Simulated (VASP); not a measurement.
Crystal: Nb2SnSe.

```
CELL_PARAMETERS angstrom
3.37678 0.00000 0.00000
0.00000 3.37678 0.00000
0.00000 0.00000 14.29177
ATOMIC_POSITIONS crystal
Nb 0.50000 0.00000 0.69904
Nb 0.50000 0.00000 0.95238
Nb 0.00000 0.50000 0.04762
Nb 0.00000 0.50000 0.30096
Sn 0.00000 0.50000 0.83256
Sn 0.50000 0.00000 0.16744
Se 0.00000 0.50000 0.60436
Se 0.50000 0.00000 0.39564
```

```yaml
Program: VASP 6.6.1
Task: relaxation of cell and atoms
Functional: PBE
Potentials_or_basis: VASP PAW PBE potentials, release 64 (Nb_sv, Sn_d, Se)
Cutoff: 500 eV
k_mesh: 6 × 6 × 2
Occupations: gaussian, width 0.1 eV
Spin: no spin polarisation
```

At the start: pressure -0.1 GPa; volume 20.37 Å³/atom.

Problem. How do energy, volume and symmetry change on relaxing?

Solution. Over 7 steps the energy falls by 4.0 meV/atom and the volume is 20.26 Å³/atom (-0.5 %); space group P4/nmm (No. 129, to 0.1 Å) before and after.

The path:
| step | energy change (eV) | largest force (eV/Å) | pressure (GPa) | volume (Å³) |
| --- | --- | --- | --- | --- |
| 1 | 0.0000 | 0.4700 | -0.13 | 162.96 |
| 2 | -0.0213 | 0.2201 | -0.14 | 162.57 |
| 3 | -0.0272 | 0.0830 | -0.10 | 162.26 |
| 4 | -0.0304 | 0.0493 | 0.17 | 161.86 |
| 5 | -0.0310 | 0.0458 | 0.38 | 161.56 |
| 6 | -0.0320 | 0.0496 | -0.25 | 162.32 |
| 7 | -0.0321 | 0.0379 | -0.08 | 162.11 |

Final structure:
```
Nb Sn Se
1.0
     3.39409    0.00000    0.00000
     0.00000    3.39409    0.00000
     0.00000    0.00000   14.07269
Nb Sn Se
4 2 2
Direct
  0.50000 0.00000 0.70118
  0.50000 0.00000 0.94958
  0.00000 0.50000 0.05042
  0.00000 0.50000 0.29882
  0.00000 0.50000 0.83294
  0.50000 0.00000 0.16706
  0.00000 0.50000 0.60455
  0.50000 0.00000 0.39545
```

Caveat: this functional lacks dispersion, which binds the layers, so the pressure and a relaxed spacing across them are unreliable.
